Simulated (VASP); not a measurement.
# W (Fmmm) in VASP: a series of runs, part 2 of 2

VASP 6.6.1.

**3. Single point, PBE (strain -0.0500 x Voigt [0, 0, 0, 0, 1, 0])**

INCAR reads:

```
SYSTEM = W
  PREC = Accurate
  ENCUT = 500
  EDIFF = 1E-6
  ISMEAR = 0
  SIGMA = 0.15
  LREAL = .False.
  LASPH = .True.
  NELM = 120
  ALGO = Normal
  ISIF = 2
  LWAVE = .False.
  LCHARG = .False.
  GGA = PE
  NBANDS = 13
  GGA_COMPAT = .False.
```

KPOINTS reads:

```
Automatic mesh
0
Gamma
  20 20 20
  0 0 0
```

POSCAR reads:

```
W
1.0
   -1.6372325000      1.5973000000      1.6372325000
    1.5573675000     -1.5973000000      1.5573675000
    1.6372325000      1.5973000000     -1.6372325000
W
1
Direct
    0.0000000000      0.0000000000      0.0000000000
```

Potentials or basis: VASP PAW PBE potentials, release 64 (W_sv).

Command:

```
$ cat potpaw_PBE.64/W_sv/POTCAR > POTCAR
$ mpirun -np 1 vasp_std > vasp.out
```

OUTCAR:

```text
SYSTEM = W
   PREC = Accurate
   ENCUT = 500
   EDIFF = 1E-6
   ISMEAR = 0
   LREAL = .False.
   LASPH = .True.
   NELM = 120
   ISIF = 2
   GGA = PE

 ion  position               nearest neighbor table
   1  0.000  0.000  0.000-

  LATTYP: Found a face centered orthorhombic cell.
 ALAT       =     3.1946000000
 B/A-ratio  =     1.3788582233
 C/A-ratio  =     1.4495689014

  Lattice vectors:

 A1 = (   3.1946000000,   0.0000000000,  -0.0798650000)
 A2 = (   1.6372325000,   1.5973000000,  -1.6372325000)
 A3 = (   1.5573675000,   1.5973000000,   1.5573675000)

Analysis of symmetry for initial positions (statically):
=====================================================================
 Subroutine PRICEL returns:
 Original cell was already a primitive cell.

 Routine SETGRP: Setting up the symmetry group for a
 face centered orthorhombic supercell.

 Subroutine GETGRP returns: Found  8 space group operations
 (whereof  8 operations were pure point group operations)
 out of a pool of  8 trial point group operations.

The static configuration has the point symmetry D_2h.

Analysis of symmetry for dynamics (positions and initial velocities):
=====================================================================
 Subroutine PRICEL returns:
 Original cell was already a primitive cell.

 Routine SETGRP: Setting up the symmetry group for a
 face centered orthorhombic supercell.

 Subroutine GETGRP returns: Found  8 space group operations
 (whereof  8 operations were pure point group operations)
 out of a pool of  8 trial point group operations.

The dynamic configuration has the point symmetry D_2h.

 Subroutine INISYM returns: Found  8 space group operations
 (whereof  8 operations are pure point group operations),
 and found     1 'primitive' translations

----------------------------------------------------------------------------------------

                                     Primitive cell
[... 111 lines left out ...]
  Fermi-wavevector in a.u.,A,eV,Ry     =   1.556449  2.941262 32.960564  2.422533
  Thomas-Fermi vector in A             =   2.660243
   LORBIT       =      0    0 simple, 1 ext, 2 COOP (PROOUT), +10 PAW based schemes
   GGA     = PE    functional components
   LHFCALC =     F    Hartree Fock is set to
   AEXX    =    0.0000 exact exchange contribution
   IVDW    =     0    specifies the selected vdW correction
   LEPSILON=     F    determine dielectric tensor
   LRPA    =     F    only Hartree local field effects (RPA)
 non-spin polarized calculation
 Gauss-broadening in eV      SIGMA  =   0.15
  energy-cutoff  :      500.00
  volume of cell :       16.29
 maximum number of plane-waves:       427
 NGX is ok and might be reduce to    24
   NGX = 11   NGY =  9   NGZ = 11

 number of electron      14.0000002 magnetization

 Free energy of the ion-electron system (eV)
  ---------------------------------------------------
  ext. energy  EPLUGINS =         0.00000000
  ---------------------------------------------------
  free energy    TOTEN  =       -12.94104030 eV

  energy without entropy =      -12.93709975  energy(sigma->0) =      -12.93907003

 E-fermi :  11.0863     XC(G=0): -13.4852

 val. band max:       11.0846258213   @ k =   0.0500   0.1000   0.0500
 cond. band min:      11.0873074392   @ k =  -0.0500   0.4500   0.0500
 fundamental gap:      0.0026816179
 Fermi energy:        11.0862667588

 k-point     1 :       0.0000    0.0000    0.0000
  band No.  band energies     occupation
      1     -63.1715      2.00000
      2     -26.8459      2.00000
      3     -26.7638      2.00000
      4     -26.6954      2.00000
      5       1.5696      2.00000
      6       9.4362      2.00000
      7       9.7892      2.00000
      8      10.2946      2.00000
      9      13.2611      0.00000
     10      13.3460      0.00000
     11      25.0590      0.00000
     12      25.5223      0.00000
     13      25.9711      0.00000
[... 354 lines left out ...]
  band No.  band energies     occupation
      1     -63.0687      2.00000
      2     -27.7740      2.00000
      3     -27.1174      2.00000
      4     -26.7782      2.00000
      5       5.0074      2.00000
      6       7.8923      2.00000
      7      10.0144      2.00000
      8      13.0548      0.00000
      9      13.8949      0.00000
     10      15.3415      0.00000
     11      23.3992      0.00000
     12      23.8028      0.00000
     13      29.7326      0.00000

 [... further k-points ...]
[... 5 lines left out ...]
  --------------------------------------------------------------------------------------
  -------------------------------------------------------------------------------------
  Total       -0.2149580     -0.1847494     -0.2149580      0.0000000     -0.0000000      0.7312887
  in kB      -21.1405472    -18.1696126    -21.1405472      0.0000000     -0.0000000     71.9203029
  external PRESSURE =     -20.1502357 kB  Pullay stress =       0.0000000 kB

 VOLUME and BASIS-vectors are now :
 -----------------------------------------------------------------------------
  energy-cutoff  :      500.00
  volume of cell :       16.29
      direct lattice vectors                 reciprocal lattice vectors
    -1.637232500  1.597300000  1.637232500     0.007830600  0.313028235  0.313224000
     1.557367500 -1.597300000  1.557367500     0.321054600  0.000000000  0.321054600
     1.637232500  1.597300000 -1.637232500     0.313224000  0.313028235  0.007830600

 POSITION                                       TOTAL-FORCE (eV/Angst)
 -----------------------------------------------------------------------------------
      0.00000      0.00000      0.00000         0.000000      0.000000      0.000000
 -----------------------------------------------------------------------------------
    total drift:                                0.000000     -0.000000      0.000000

  FREE ENERGIE OF THE ION-ELECTRON SYSTEM (eV)
  ---------------------------------------------------
  free  energy   TOTEN  =       -12.9410402999 eV

  energy  without entropy=      -12.9370997504  energy(sigma->0) =      -12.93907003
```

Wall time 3.7 min (1 thread of Intel Xeon 8259CL, shared host); peak memory 0.32 GiB.

Results:

- Free energy: -12.9410 eV
- Pressure: -2.0 GPa
- Band gap on the k mesh: zero (bands 7 and 8 overlap by 5.51 eV)

Stress tensor (GPa, compression positive):
```
-2.11  0.00  7.19
 0.00 -1.82  0.00
 7.19  0.00 -2.11
```

Caveat: the cell differs from its parent crystal (strain -0.0500 x Voigt [0, 0, 0, 0, 1, 0]); spin-orbit coupling is left out, which moves the levels of the heavy elements.
